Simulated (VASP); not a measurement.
Set up this calculation in VASP 6.6.1, as the native input.

```yaml
Task: single point
Functional: revPBE
Potentials_or_basis: VASP PAW PBE potentials, release 64 (Cu)
Cutoff: 520 eV
k_mesh: 13 × 13 × 13
Occupations: fermi-dirac, width 0.05 eV
Spin: no spin polarisation
Dipole_correction: no
Further_INCAR_settings: ALGO = Normal; EDIFF = 1e-06; NBANDS = 12
```

The structure of Cu lies in POSCAR:

```
Cu
1.0
    0.0000000000      1.8429501765      1.8429501765
    1.8429501765      0.0000000000      1.8429501765
    1.8429501765      1.8429501765      0.0000000000
Cu
1
Direct
    0.0000000000      0.0000000000      0.0000000000
```

These files were run (other wordings do the same):

INCAR

```
PREC = Accurate ; ENCUT = 520
EDIFF = 1E-6 ; ISMEAR = -1
SIGMA = 0.05 ; LREAL = F
LASPH = T ; NELM = 60
ALGO = Normal ; ISIF = 2
LWAVE = F ; LCHARG = F
GGA = RE ; NBANDS = 12
```

KPOINTS

```
Automatic mesh
0
Gamma
  13 13 13
```

Potentials or basis: VASP PAW PBE potentials, release 64 (Cu).

Command:

```console
$ cat potpaw_PBE.64/Cu/POTCAR > POTCAR
$ mpirun -np 1 vasp_std > vasp.out
```

It gave:

```
Pressure : -2.1 GPa
```

Caveat: the PAW data sets were made with another functional, which shifts forces and pressure a little.

Run time: 5.9 s on 1 thread of Intel(R) Xeon(R) 6975P-C (Granite Rapids), on a shared host, peak memory 0.12 GiB.
